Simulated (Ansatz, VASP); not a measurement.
# NaH: VASP beside Ansatz

```
Na H
1.0
     0.00000    2.36666    2.36666
     2.36666    0.00000    2.36666
     2.36666    2.36666    0.00000
Na H
1 1
Cartesian
  0.0000 0.0000 0.0000
  2.3667 2.3667 2.3667
```

Change from the starting cell: volume scaled by 0.9405.

Alike in both runs: task single point; functional PBE; k mesh 12 × 12 × 12; occupations fermi-dirac, width 0.08 eV; no spin polarisation.

```csv
,VASP,Ansatz
version,VASP 6.6.1,Ansatz 0.2.0
potentials or method,"VASP PAW PBE potentials, release 64 (Na_pv, H), cutoff 520 eV","all-electron LAPW, scalar-relativistic"
```

|  | VASP | Ansatz | Ansatz less VASP |
| --- | --- | --- | --- |
| gap on the k mesh at the Fermi level (eV) | 3.87 | 3.87 | +0.002 |
| pressure (GPa) | 1.6 | 1.6 | +0.05 |

Ansatz ran all-electron here, and VASP with PAW potentials.
